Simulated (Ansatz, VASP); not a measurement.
**KMo2: VASP beside Ansatz**

```
K Mo
1.0
     4.64848    0.00000    0.00000
    -2.32424    4.02570    0.00000
     0.00000    0.00000    3.26957
K Mo
1 2
Direct
  0.00000 0.00000 0.00000
  0.33333 0.66667 0.50000
  0.66667 0.33333 0.50000
```

Alike in both runs: task single point; functional PBE; k mesh 6 × 6 × 6; occupations gaussian, width 0.1 eV; no spin polarisation.

|  | VASP | Ansatz |
| --- | --- | --- |
| version | VASP 6.6.1 | Ansatz 0.2.0 |
| potentials or method | VASP PAW PBE potentials, release 64 (K_sv, Mo_sv), cutoff 520 eV | scalar-relativistic, plane waves, PAW |
| valence electrons in the cell | 37 | 37 |

Ansatz gave:

- gap on the k mesh at the Fermi level (eV): none
- pressure (GPa): -0.7
- traceless stress, the component that is largest in VASP (GPa): -1.10

**Question.** What did VASP give for the same quantities?

**Answer.** gap on the k mesh at the Fermi level (eV): none; pressure (GPa): -0.4; traceless stress, the component that is largest in VASP (GPa): -1.17.

A gap of «none» marks a metal or a gap that the smearing closes.
